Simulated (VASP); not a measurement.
# Sn (I4/mmm) in VASP: single point with PBE+D3(BJ)

Aim: the single point of Sn with PBE+D3(BJ).

Program: VASP 6.6.1. These are calculated values, not measurements. Logs are shortened: lines on timing, memory, paths and dates and some standing lists are left out, and cuts for length are marked.

## (1) The cell of the first run

It takes space group I4/mmm (No. 139, tetragonal). The conventional cell has a = 3.310 Å, b = 3.310 Å, c = 4.965 Å, α = 90.00°, β = 90.00°, γ = 90.00°. Within 4.4 Å of Sn (site symmetry 4/mmm) lie 12 Sn at 3.31 to 3.41 Å.

## (2) Single point, PBE+D3(BJ)

Input file INCAR:

```
PREC = Accurate
ENCUT = 520
EDIFF = 1E-6
ISMEAR = 0
SIGMA = 0.15
LREAL = F
LASPH = T
NELM = 100
ALGO = Fast
ISIF = 2
LWAVE = F
LCHARG = F
GGA = PE
IVDW = 12
NBANDS = 13
```

Input file KPOINTS:

```
regular mesh
0
Gamma
  20 20 20
```

Input file POSCAR:

```
Sn
1.0
   -1.6551308167      1.6551308167      2.4826962251
    1.6551308167     -1.6551308167      2.4826962251
    1.6551308167      1.6551308167     -2.4826962251
Sn
1
Direct
    0.0000000000      0.0000000000      0.0000000000
```

Potentials or basis: VASP PAW PBE potentials, release 64 (Sn_d).

Run with:

```bash
$ cat potpaw_PBE.64/Sn_d/POTCAR > POTCAR
$ mpirun -np 1 vasp_std > vasp.out
```

OUTCAR:

```text
PREC = Accurate
   ENCUT = 520
   EDIFF = 1E-6
   ISMEAR = 0
   LREAL = F
   LASPH = T
   NELM = 100
   ISIF = 2
   GGA = PE
   IVDW = 12
 IVDW          = 12

 ion  position               nearest neighbor table
   1  0.000  0.000  0.000-

  LATTYP: Found a body centered tetragonal cell.
 ALAT       =     3.3102616334
 C/A-ratio  =     1.5000000000

  Lattice vectors:

 A1 = (  -1.6551308167,   1.6551308167,   2.4826962251)
 A2 = (   1.6551308167,  -1.6551308167,   2.4826962251)
 A3 = (   1.6551308167,   1.6551308167,  -2.4826962251)

Analysis of symmetry for initial positions (statically):
=====================================================================
 Subroutine PRICEL returns:
 Original cell was already a primitive cell.

 Routine SETGRP: Setting up the symmetry group for a
 body centered tetragonal supercell.

 Subroutine GETGRP returns: Found 16 space group operations
 (whereof 16 operations were pure point group operations)
 out of a pool of 16 trial point group operations.

The static configuration has the point symmetry D_4h.

Analysis of symmetry for dynamics (positions and initial velocities):
=====================================================================
 Subroutine PRICEL returns:
 Original cell was already a primitive cell.

 Routine SETGRP: Setting up the symmetry group for a
 body centered tetragonal supercell.

 Subroutine GETGRP returns: Found 16 space group operations
 (whereof 16 operations were pure point group operations)
 out of a pool of 16 trial point group operations.

The dynamic configuration has the point symmetry D_4h.

 Subroutine INISYM returns: Found 16 space group operations
 (whereof 16 operations are pure point group operations),
 and found     1 'primitive' translations

----------------------------------------------------------------------------------------

                                     Primitive cell

  volume of cell :      27.2050

  direct lattice vectors                    reciprocal lattice vectors
    -1.655130817  1.655130817  2.482696225     0.000000000  0.302090925  0.201393950
     1.655130817 -1.655130817  2.482696225     0.302090925  0.000000000  0.201393950
     1.655130817  1.655130817 -2.482696225     0.302090925  0.302090925  0.000000000

  length of vectors
     3.412139591  3.412139591  3.412139591     0.363068107  0.363068107  0.427221084

  position of ions in fractional coordinates (direct lattice)
     0.000000000  0.000000000  0.000000000

  ion indices of the primitive-cell ions
   primitive index   ion index
                 1           1

----------------------------------------------------------------------------------------

 KPOINTS: regular mesh

Automatic generation of k-mesh.
 Grid dimensions read from file:
 generate k-points for:   20   20   20

 Generating k-lattice:

  Cartesian coordinates                     Fractional coordinates (reciprocal lattice)
     0.000000000  0.015104546  0.010069698     0.050000000  0.000000000  0.000000000
     0.015104546  0.000000000  0.010069698     0.000000000  0.050000000  0.000000000
     0.015104546  0.015104546  0.000000000     0.000000000  0.000000000  0.050000000

  Length of vectors
     0.018153405  0.018153405  0.021361054

  Shift w.r.t. Gamma in fractional coordinates (k-lattice)
     0.000000000  0.000000000  0.000000000

 Subroutine IBZKPT returns following result:
 ===========================================

 Found    641 irreducible k-points:

 Following reciprocal coordinates:
            Coordinates               Weight
  0.000000  0.000000  0.000000      1.000000
  0.050000 -0.000000  0.000000      8.000000
  0.100000  0.000000  0.000000      8.000000
  0.150000  0.000000  0.000000      8.000000
  0.200000  0.000000  0.000000      8.000000
  0.250000  0.000000  0.000000      8.000000
[... 16 lines left out ...]
 -0.400000  0.050000  0.000000     16.000000
 -0.350000  0.050000  0.000000     16.000000
 [... further k-points ...]
   k-points           NKPTS =    641   k-points in BZ     NKDIM =    641   number of bands    NBANDS=     13
   number of dos      NEDOS =    301   number of ions     NIONS =      1
   total plane-waves  NPLWV =  21952
   dimension x,y,z NGX =    28 NGY =   28 NGZ =   28
   dimension x,y,z NGXF=    56 NGYF=   56 NGZF=   56
   ions per type =               1
   NGX,Y,Z   is equivalent  to a cutoff of  13.64, 13.64, 13.64 a.u.
   NGXF,Y,Z  is equivalent  to a cutoff of  27.28, 27.28, 27.28 a.u.
 SYSTEM =  unknown system
   PREC   = accura    normal or accurate (medium, high low for compatibility)
   ISTART =      0    job   : 0-new  1-cont  2-samecut
   ICHARG =      2    charge: 1-file 2-atom 10-const
   ISPIN  =      1    spin polarized calculation?
   LNONCOLLINEAR =      F non collinear calculations
   LSORBIT =      F    spin-orbit coupling
   LASPH  =      T    aspherical Exc in radial PAW
   ENCUT  =  520.0 eV  38.22 Ry    6.18 a.u.   6.34  6.34  6.34*2*pi/ulx,y,z
   NELM   =    100;   NELMIN=  2; NELMDL= -5     # of ELM steps
   EDIFF  = 0.1E-05   stopping-criterion for ELM
   LREAL  =      F    real-space projection
   EDIFFG = 0.1E-04   stopping-criterion for IOM
   NSW    =      0    number of steps for IOM
   IBRION =     -1    ionic relax: 0-MD 1-quasi-New 2-CG
   NFREE  =      0    steps in history (QN), initial steepest desc. (CG)
   ISIF   =      2    stress and relaxation
   ISYM   =      2    0-nonsym 1-usesym 2-fastsym
   POTIM  = 0.5000    time-step for ionic-motion
   TEBEG  =    0.0;   TEEND  =   0.0 temperature during run
   PSTRESS=    0.0 pullay stress
   NELECT =      14.0000    total number of electrons
   NUPDOWN=      -1.0000    fix difference up-down
   EMIN   =  10.00;   EMAX   =-10.00  energy-range for DOS
   EFERMI =   0.00;   METHOD = LEGACY
   ISMEAR =     0;   SIGMA  =   0.15  broadening in eV -4-tet -1-fermi 0-gaus
   EFERMI_NEDOS =   21; number of points for ismear=-14 and -15
   IALGO  =     68    algorithm
   IMIX   =      4    mixing-type and parameters
     AMIX     =   0.40;   BMIX     =  1.00
     AMIX_MAG =   1.60;   BMIX_MAG =  1.00
  volume/ion in A,a.u.               =      27.20       183.59
  Fermi-wavevector in a.u.,A,eV,Ry     =   1.311902  2.479136 23.416813  1.721087
  Thomas-Fermi vector in A             =   2.442332
   LORBIT       =      0    0 simple, 1 ext, 2 COOP (PROOUT), +10 PAW based schemes
   GGA     = PE    functional components
   LHFCALC =     F    Hartree Fock is set to
   AEXX    =    0.0000 exact exchange contribution
   IVDW    =    12    specifies the selected vdW correction
   LEPSILON=     F    determine dielectric tensor
   LRPA    =     F    only Hartree local field effects (RPA)
 non-spin polarized calculation
 RMM-DIIS sequential band-by-band and
 Gauss-broadening in eV      SIGMA  =   0.15
  energy-cutoff  :      520.00
  volume of cell :       27.20
 maximum number of plane-waves:       748
 NGX is ok and might be reduce to    28
   NGX = 13   NGY = 13   NGZ = 13

 number of electron      14.0000004 magnetization

 Free energy of the ion-electron system (eV)
  ---------------------------------------------------
  ext. energy  EPLUGINS =         0.00000000
  ---------------------------------------------------
  free energy    TOTEN  =        -3.78438801 eV

  energy without entropy =       -3.77849442  energy(sigma->0) =       -3.78144121

 E-fermi :   8.1645     XC(G=0): -10.3591

 val. band max:        8.1593626379   @ k =   0.2500   0.2000   0.1000
 cond. band min:       8.1810922197   @ k =   0.4000   0.2500   0.0500
 fundamental gap:      0.0217295818
 Fermi energy:         8.1645466064

 k-point     1 :       0.0000    0.0000    0.0000
  band No.  band energies     occupation
      1     -13.4639      2.00000
      2     -13.4230      2.00000
      3     -13.4230      2.00000
      4     -13.3827      2.00000
      5     -13.3384      2.00000
      6      -3.0013      2.00000
      7      15.8091      0.00000
      8      15.8091      0.00000
      9      15.8661      0.00000
     10      18.7736      0.00000
     11      19.8087      0.00000
     12      20.0859      0.00000
     13      20.0859      0.00000

 k-point     2 :       0.0500   -0.0000    0.0000
  band No.  band energies     occupation
      1     -13.4618      2.00000
      2     -13.4226      2.00000
      3     -13.4210      2.00000
      4     -13.3823      2.00000
      5     -13.3389      2.00000
      6      -2.9498      2.00000
      7      15.2182      0.00000
      8      15.7381      0.00000
      9      15.7468      0.00000
     10      18.4136      0.00000
     11      20.0352      0.00000
     12      20.2180      0.00000
     13      20.8316      0.00000

 k-point     3 :       0.1000    0.0000    0.0000
  band No.  band energies     occupation
      1     -13.4563      2.00000
      2     -13.4219      2.00000
      3     -13.4157      2.00000
      4     -13.3804      2.00000
      5     -13.3402      2.00000
      6      -2.7951      2.00000
      7      13.8558      0.00000
      8      15.4483      0.00000
      9      15.5834      0.00000
     10      18.1149      0.00000
     11      20.3741      0.00000
     12      20.5830      0.00000
     13      21.4146      0.00000
[... 305 lines left out ...]
 k-point    23 :      -0.4000    0.0500    0.0000
  band No.  band energies     occupation
      1     -13.4405      2.00000
      2     -13.4339      2.00000
      3     -13.4079      2.00000
      4     -13.3089      2.00000
      5     -13.2894      2.00000
      6       0.0504      2.00000
      7       5.4390      2.00000
      8      13.2191      0.00000
      9      14.3079      0.00000
     10      17.4665      0.00000
     11      18.5489      0.00000
     12      19.5958      0.00000
     13      20.4438      0.00000

 k-point    24 :      -0.3500    0.0500    0.0000
  band No.  band energies     occupation
      1     -13.4364      2.00000
      2     -13.4342      2.00000
      3     -13.4040      2.00000
      4     -13.3217      2.00000
      5     -13.3041      2.00000
      6      -0.6576      2.00000
      7       6.7249      2.00000
      8      13.3754      0.00000
      9      14.4966      0.00000
     10      17.6298      0.00000
     11      18.9279      0.00000
     12      19.6501      0.00000
     13      20.8950      0.00000

 [... further k-points ...]

------------------------ aborting loop because EDIFF is reached ----------------------------------------

 Edisp (eV)   -0.38457

 E8    (eV) :    -0.1846

  FORCE on cell =-STRESS in cart. coord.  units (eV):
  Direction    XX          YY          ZZ          XY          YZ          ZX
  --------------------------------------------------------------------------------------
  -------------------------------------------------------------------------------------
  Total      -0.13539    -0.13539    -0.15787     0.00000     0.00000     0.00000
  in kB      -7.97334    -7.97334    -9.29758     0.00000     0.00000     0.00000
  external pressure =       -8.41 kB  Pullay stress =        0.00 kB

 VOLUME and BASIS-vectors are now :
 -----------------------------------------------------------------------------
  energy-cutoff  :      520.00
  volume of cell :       27.20
      direct lattice vectors                 reciprocal lattice vectors
    -1.655130817  1.655130817  2.482696225     0.000000000  0.302090925  0.201393950
     1.655130817 -1.655130817  2.482696225     0.302090925  0.000000000  0.201393950
     1.655130817  1.655130817 -2.482696225     0.302090925  0.302090925  0.000000000

 POSITION                                       TOTAL-FORCE (eV/Angst)
 -----------------------------------------------------------------------------------
      0.00000      0.00000      0.00000         0.000000     -0.000000      0.000000
 -----------------------------------------------------------------------------------
    total drift:                               -0.000000     -0.000000     -0.000000

  FREE ENERGIE OF THE ION-ELECTRON SYSTEM (eV)
  ---------------------------------------------------
  free  energy   TOTEN  =        -4.1689598974 eV

  energy  without entropy=       -4.1630663145  energy(sigma->0) =       -4.16601311
```

Run time: 2.1 min. Hardware: 1 thread of Intel Xeon Platinum 8559C (Emerald Rapids), shared host; peak memory 0.33 GiB.

Results:

```
Free energy                : -4.1690 eV
Pressure                   : -0.8 GPa
Band gap on the k mesh     : zero (band 7 reaches 15.81 eV, above the bottom of band 8 at 5.93 eV)
Dispersion energy per atom : -0.385 eV
```

Caveat: spin-orbit coupling is left out, which moves the levels of the heavy elements; pairwise dispersion overbinds metals, which lowers pressure and volume.
